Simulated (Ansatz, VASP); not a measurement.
GaP: VASP beside Ansatz

Contents of INCAR:

```
SYSTEM = GaP
PREC = Accurate ; ENCUT = 500
EDIFF = 1E-6 ; ISMEAR = 0
SIGMA = 0.01 ; LREAL = .False.
LASPH = .True. ; NELM = 120
ALGO = Normal ; ISIF = 2
LWAVE = .False. ; LCHARG = .False.
GGA = PS ; NBANDS = 16
GGA_COMPAT = .False.
```

KPOINTS

```
Automatic mesh
0
Gamma
  4 4 4
  0 0 0
```

The input POSCAR:

```
GaP
1.0
    3.8540860000      0.0000000000      0.0000000000
    1.9270430000      3.3377363844      0.0000000000
    1.9270430000      1.1125787948      3.1468480416
Ga P
1 1
Direct
    0.0000000000      0.0000000000      0.0000000000
    0.2500000000      0.2500000000      0.2500000000
```

Input for Ansatz:

```yaml
crystal:
  lattice:
    a: 3.854086
    b: 3.854086
    c: 3.854086
    alpha: 60.0
    beta: 60.0
    gamma: 60.0
  atoms:
    - { symbol: Ga, position: [0.0, 0.0, 0.0] }
    - { symbol: P, position: [0.25, 0.25, 0.25] }
basis:
  ecutwfc: 550.0
kpoints:
  mp_grid:
    grid: [4, 4, 4]
hamiltonian:
  xc: pbesol
scf:
  occupations:
    method: fixed
output:
  eigenvalues: true
```

Alike in both runs: task single point; functional PBEsol; k mesh 4 × 4 × 4; no spin polarisation.

|  | VASP | Ansatz |
| --- | --- | --- |
| version | VASP 6.6.1 | Ansatz 0.2.0 |
| potentials or method | VASP PAW PBE potentials, release 64 (Ga_d, P), cutoff 500 eV | plane waves, PAW |
| occupations | gaussian, width 0.01 eV | fixed |
| valence electrons in the cell | 18 | 18 |

|  | VASP | Ansatz | Ansatz less VASP |
| --- | --- | --- | --- |
| gap on the k mesh at the Fermi level (eV) | 1.48 | 1.48 | -0.002 |

VASP's potentials were made for PBE, not for PBEsol.

The k mesh is coarse, so the values compare programs but aren't converged.
